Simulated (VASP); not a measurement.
# Cd2SnO3 (Cmmm) in VASP: further runs

Runs on Cd2SnO3. Level: PBE. Tasks: relaxation of cell and atoms, single point.

Program: VASP 6.6.1. These are calculated values, not measurements. Logs are shortened: lines on timing, memory, paths and dates and some standing lists are left out, and cuts for length are marked.

**1. The cell of the first run**

It takes space group Cmmm (No. 65, orthorhombic). Conventional cell: a = 4.875 Å, b = 10.314 Å, c = 3.839 Å, α = 90.00°, β = 90.00°, γ = 90.00°. Cd (site symmetry m2m) has 5 O at 2.06 to 2.50 Å within 2.7 Å. Within 3.2 Å of Sn (site symmetry mmm) lie 6 O at 2.44 Å. Within 2.7 Å of O (site symmetry m2m) lie 3 Cd at 2.06 to 2.44 Å and 2 Sn at 2.44 Å. Within 3.2 Å of O (site symmetry mmm) lie 2 Sn at 2.44 Å and 4 Cd at 2.50 Å.

The cell was generated, and may not be a known phase.

**2. Relaxation of cell and atoms, PBE**

Contents of INCAR:

```
PREC = Accurate
ENCUT = 600
EDIFF = 1E-6
ISMEAR = 0
SIGMA = 0.1
LREAL = F
LASPH = T
NELM = 60
ALGO = Normal
ISIF = 3
LWAVE = F
LCHARG = F
GGA = PE
IBRION = 2
NSW = 90
EDIFFG = -0.04
```

Contents of KPOINTS:

```
Automatic mesh
0
Gamma
  4 4 4
```

Contents of POSCAR:

```
Cd2SnO3
1.0
    2.4375373900     -5.1570485600      0.0000000000
    2.4375373900      5.1570485600      0.0000000000
    0.0000000000      0.0000000000      3.8386894700
Cd Sn O
2 1 3
Direct
    0.6549724500      0.3450275500      0.5000000000
    0.3450275500      0.6549724500      0.5000000000
    0.0000000000      0.0000000000      0.0000000000
    0.1453886600      0.8546113400      0.5000000000
    0.8546113400      0.1453886600      0.5000000000
    0.5000000000      0.5000000000      0.0000000000
```

Potentials or basis: VASP PAW PBE potentials, release 64 (Cd, Sn_d, O).

Launch:

```bash
> cat potpaw_PBE.64/Cd/POTCAR potpaw_PBE.64/Sn_d/POTCAR potpaw_PBE.64/O/POTCAR > POTCAR
> mpirun -np 1 vasp_std > vasp.out
```

OUTCAR:

```text
PREC = Accurate
   ENCUT = 600
   EDIFF = 1E-6
   ISMEAR = 0
   LREAL = F
   LASPH = T
   NELM = 60
   ISIF = 3
   GGA = PE
   IBRION = 2
   NSW = 90
   EDIFFG = -0.04

 ion  position               nearest neighbor table
   1  0.655  0.345  0.500-   5 2.06   4 2.44   4 2.44   6 2.50   6 2.50   2 3.13   2 3.13   2 3.20
                             3 3.49   3 3.49   3 3.49   3 3.49
   2  0.345  0.655  0.500-   4 2.06   5 2.44   5 2.44   6 2.50   6 2.50   1 3.13   1 3.13   1 3.20
                             3 3.49   3 3.49   3 3.49   3 3.49
   3  0.000  0.000  0.000-   4 2.44   5 2.44   4 2.44   5 2.44   6 2.44   6 2.44   2 3.49   2 3.49
                             1 3.49   1 3.49   1 3.49   2 3.49   2 3.49   1 3.49
   4  0.145  0.855  0.500-   2 2.06   3 2.44   3 2.44   1 2.44   1 2.44
   5  0.855  0.145  0.500-   1 2.06   3 2.44   3 2.44   2 2.44   2 2.44
   6  0.500  0.500  0.000-   3 2.44   3 2.44   1 2.50   1 2.50   2 2.50   2 2.50

  LATTYP: Found a base centered orthorhombic cell.
 ALAT       =     4.8750747800
 B/A-ratio  =     2.1156797763
 C/A-ratio  =     0.7874114025

  Lattice vectors:

 A1 = (   2.4375373900,  -5.1570485600,   0.0000000000)
 A2 = (   2.4375373900,   5.1570485600,   0.0000000000)
 A3 = (   0.0000000000,   0.0000000000,   3.8386894700)

Analysis of symmetry for initial positions (statically):
=====================================================================
 Subroutine PRICEL returns:
 Original cell was already a primitive cell.

 Routine SETGRP: Setting up the symmetry group for a
 base centered orthorhombic supercell.

 Subroutine GETGRP returns: Found  8 space group operations
 (whereof  8 operations were pure point group operations)
 out of a pool of  8 trial point group operations.

The static configuration has the point symmetry D_2h.

Analysis of symmetry for dynamics (positions and initial velocities):
=====================================================================
 Subroutine PRICEL returns:
 Original cell was already a primitive cell.

 Routine SETGRP: Setting up the symmetry group for a
 base centered orthorhombic supercell.

 Subroutine GETGRP returns: Found  8 space group operations
 (whereof  8 operations were pure point group operations)
 out of a pool of  8 trial point group operations.

The dynamic configuration has the point symmetry D_2h.

 Subroutine INISYM returns: Found  8 space group operations
 (whereof  8 operations are pure point group operations),
 and found     1 'primitive' translations

----------------------------------------------------------------------------------------

                                     Primitive cell

  volume of cell :      96.5085

  direct lattice vectors                    reciprocal lattice vectors
     2.437537390 -5.157048560  0.000000000     0.205125059 -0.096954681  0.000000000
     2.437537390  5.157048560  0.000000000     0.205125059  0.096954681  0.000000000
     0.000000000  0.000000000  3.838689470     0.000000000  0.000000000  0.260505573

  length of vectors
     5.704098384  5.704098384  3.838689470     0.226884332  0.226884332  0.260505573

  position of ions in fractional coordinates (direct lattice)
     0.654972450  0.345027550  0.500000000
     0.345027550  0.654972450  0.500000000
     0.000000000  0.000000000  0.000000000
     0.145388660  0.854611340  0.500000000
     0.854611340  0.145388660  0.500000000
     0.500000000  0.500000000  0.000000000

  ion indices of the primitive-cell ions
   primitive index   ion index
                 1           1
                 2           2
                 3           3
                 4           4
                 5           5
                 6           6

----------------------------------------------------------------------------------------

 KPOINTS: Automatic mesh

Automatic generation of k-mesh.
 Grid dimensions read from file:
 generate k-points for:    4    4    4

 Generating k-lattice:

  Cartesian coordinates                     Fractional coordinates (reciprocal lattice)
     0.051281265 -0.024238670  0.000000000     0.250000000  0.000000000  0.000000000
     0.051281265  0.024238670  0.000000000     0.000000000  0.250000000  0.000000000
     0.000000000  0.000000000  0.065126393     0.000000000  0.000000000  0.250000000

  Length of vectors
     0.056721083  0.056721083  0.065126393

  Shift w.r.t. Gamma in fractional coordinates (k-lattice)
     0.000000000  0.000000000  0.000000000

 Subroutine IBZKPT returns following result:
 ===========================================

 Found     21 irreducible k-points:

 Following reciprocal coordinates:
            Coordinates               Weight
  0.000000  0.000000  0.000000      1.000000
  0.250000 -0.000000  0.000000      4.000000
  0.500000 -0.000000  0.000000      2.000000
  0.250000  0.250000  0.000000      2.000000
  0.500000  0.250000  0.000000      4.000000
 -0.250000  0.250000  0.000000      2.000000
[... 13 lines left out ...]
 -0.250000  0.250000  0.500000      2.000000
  0.500000  0.500000  0.500000      1.000000
   k-points           NKPTS =     21   k-points in BZ     NKDIM =     21   number of bands    NBANDS=     33
   number of dos      NEDOS =    301   number of ions     NIONS =      6
   total plane-waves  NPLWV =  73728
   dimension x,y,z NGX =    48 NGY =   48 NGZ =   32
   dimension x,y,z NGXF=    96 NGYF=   96 NGZF=   64
   ions per type =               2   1   3
   NGX,Y,Z   is equivalent  to a cutoff of  13.99, 13.99, 13.86 a.u.
   NGXF,Y,Z  is equivalent  to a cutoff of  27.98, 27.98, 27.72 a.u.
 SYSTEM =  unknown system
   PREC   = accura    normal or accurate (medium, high low for compatibility)
   ISTART =      0    job   : 0-new  1-cont  2-samecut
   ICHARG =      2    charge: 1-file 2-atom 10-const
   ISPIN  =      1    spin polarized calculation?
   LNONCOLLINEAR =      F non collinear calculations
   LSORBIT =      F    spin-orbit coupling
   LASPH  =      T    aspherical Exc in radial PAW
   ENCUT  =  600.0 eV  44.10 Ry    6.64 a.u.  11.39 11.39  7.67*2*pi/ulx,y,z
   NELM   =     60;   NELMIN=  2; NELMDL= -5     # of ELM steps
   EDIFF  = 0.1E-05   stopping-criterion for ELM
   LREAL  =      F    real-space projection
   EDIFFG = -.4E-01   stopping-criterion for IOM
   NSW    =     90    number of steps for IOM
   IBRION =      2    ionic relax: 0-MD 1-quasi-New 2-CG
   NFREE  =      1    steps in history (QN), initial steepest desc. (CG)
   ISIF   =      3    stress and relaxation
   ISYM   =      2    0-nonsym 1-usesym 2-fastsym
   POTIM  = 0.5000    time-step for ionic-motion
   TEBEG  =    0.0;   TEEND  =   0.0 temperature during run
   PSTRESS=    0.0 pullay stress
   NELECT =      56.0000    total number of electrons
   NUPDOWN=      -1.0000    fix difference up-down
   EMIN   =  10.00;   EMAX   =-10.00  energy-range for DOS
   EFERMI =   0.00;   METHOD = LEGACY
   ISMEAR =     0;   SIGMA  =   0.10  broadening in eV -4-tet -1-fermi 0-gaus
   EFERMI_NEDOS =   21; number of points for ismear=-14 and -15
   IALGO  =     38    algorithm
   IMIX   =      4    mixing-type and parameters
     AMIX     =   0.40;   BMIX     =  1.00
     AMIX_MAG =   1.60;   BMIX_MAG =  1.00
  volume/ion in A,a.u.               =      16.08       108.55
  Fermi-wavevector in a.u.,A,eV,Ry     =   1.365471  2.580365 25.368197  1.864510
  Thomas-Fermi vector in A             =   2.491696
   LORBIT       =      0    0 simple, 1 ext, 2 COOP (PROOUT), +10 PAW based schemes
   GGA     = PE    functional components
   LHFCALC =     F    Hartree Fock is set to
   AEXX    =    0.0000 exact exchange contribution
   IVDW    =     0    specifies the selected vdW correction
   LEPSILON=     F    determine dielectric tensor
   LRPA    =     F    only Hartree local field effects (RPA)
 conjugate gradient relaxation of ions
 non-spin polarized calculation
 Gauss-broadening in eV      SIGMA  =   0.10
  energy-cutoff  :      600.00
  volume of cell :       96.51
 maximum number of plane-waves:      3239
 NGX is ok and might be reduce to    48
   NGX = 23   NGY = 23   NGZ = 15

--------------------------------------- Ionic step        1  -------------------------------------------

 number of electron      56.0000000 magnetization

 Free energy of the ion-electron system (eV)
  ---------------------------------------------------
  ext. energy  EPLUGINS =         0.00000000
  ---------------------------------------------------
  free energy    TOTEN  =       -25.27316256 eV

  energy without entropy =      -25.26401853  energy(sigma->0) =      -25.26859054

------------------------ aborting loop because EDIFF is reached ----------------------------------------

  FORCE on cell =-STRESS in cart. coord.  units (eV):
  Direction    XX          YY          ZZ          XY          YZ          ZX
  --------------------------------------------------------------------------------------
  -------------------------------------------------------------------------------------
  Total        1.1779721      6.2612598     -1.5410126      0.0000000      0.0000000      0.0000000
  in kB       19.5560028    103.9457705    -25.5829895      0.0000000      0.0000000      0.0000000
  external PRESSURE =      32.6395946 kB  Pullay stress =       0.0000000 kB
[... 305 lines left out ...]
  energy  without entropy=      -25.5345619438  energy(sigma->0) =      -25.53995559

--------------------------------------- Ionic step        9  -------------------------------------------

 number of electron      55.9999995 magnetization

 Free energy of the ion-electron system (eV)
  ---------------------------------------------------
  ext. energy  EPLUGINS =         0.00000000
  ---------------------------------------------------
  free energy    TOTEN  =       -25.54547929 eV

  energy without entropy =      -25.53460207  energy(sigma->0) =      -25.54004068

 E-fermi :   4.7372     XC(G=0): -10.5250

 val. band max:        4.7226338927   @ k =   0.5000  -0.0000   0.2500
 cond. band min:       4.8133302450   @ k =   0.0000   0.0000   0.0000
 fundamental gap:      0.0906963523
 Fermi energy:         4.7371759993

 k-point     1 :       0.0000    0.0000    0.0000
  band No.  band energies     occupation
      1     -17.2884      2.00000
      2     -17.1432      2.00000
      3     -17.1392      2.00000
      4     -17.1212      2.00000
      5     -17.0997      2.00000
      6     -14.5126      2.00000
[... 778 lines left out ...]
  FREE ENERGIE OF THE ION-ELECTRON SYSTEM (eV)
  ---------------------------------------------------
  free  energy   TOTEN  =       -25.5454792920 eV

  energy  without entropy=      -25.5346020706  energy(sigma->0) =      -25.54004068

 reached required accuracy - stopping structural energy minimisation
```

Wall time 12 min (1 thread of Oxide Virtual Turin-like, shared host); peak memory 0.29 GiB.

What came out:

| Quantity | Value |
| --- | --- |
| Free energy | -25.5455 eV |
| Relaxed volume | 16.07 Å³/atom |
| Relaxed cell | a = 5.928 Å, b = 5.928 Å, c = 3.655 Å, α = 90.00°, β = 90.00°, γ = 131.34° |
| Space group after relaxing (to 0.1 Å) | Cmmm (No. 65) |
| Energy gained by relaxing | 45.4 meV/atom |
| Ionic steps | 9 |
| Pressure after relaxing | 0.2 GPa |
| Largest force after relaxing | 0.032 eV/Å |
| Band gap on the k mesh | zero (bands 28 and 29 overlap by 0.88 eV) |

Forces on the atoms (eV/Å):
```
Cd   0.000 -0.032  0.000
Cd   0.000  0.032  0.000
Sn   0.000  0.000  0.000
O    0.000  0.024  0.000
O    0.000 -0.024  0.000
O    0.000  0.000  0.000
```

Stress tensor (GPa, compression positive):
```
0.33 0.00 0.00
0.00 0.19 0.00
0.00 0.00 0.02
```

Step by step:
```
step  energy change (eV)  largest force (eV/Å)  pressure (GPa)  volume (Å³)
   1              0.0000                1.8321            3.26        96.51
   2             -0.1839                0.4587           -3.73       101.06
   3             -0.2291                0.1609           -1.92        99.42
   4             -0.2550                0.1606           -0.01        97.05
   5             -0.2558                0.1616            0.41        96.57
   6             -0.2624                0.1322            0.22        96.69
   7             -0.2698                0.1432           -0.37        96.99
   8             -0.2722                0.0433            0.29        96.32
   9             -0.2723                0.0322            0.18        96.44
```

Final structure:
```
Cd Sn O
1.0
     2.44214   -5.40162    0.00000
     2.44214    5.40162    0.00000
     0.00000    0.00000    3.65523
Cd Sn O
2 1 3
Direct
  0.64867 0.35133 0.50000
  0.35133 0.64867 0.50000
  0.00000 0.00000 0.00000
  0.14573 0.85427 0.50000
  0.85427 0.14573 0.50000
  0.50000 0.50000 0.00000
```

Caveat: the k points lie up to 0.43 Å⁻¹ apart in the final cell, too coarse for converged energies and pressures of a metal; spin-orbit coupling is left out, which moves the levels of the heavy elements.

[end of part 1 of 2]

The gap in the log of VASP goes by the Fermi energy; the results here count the filled bands.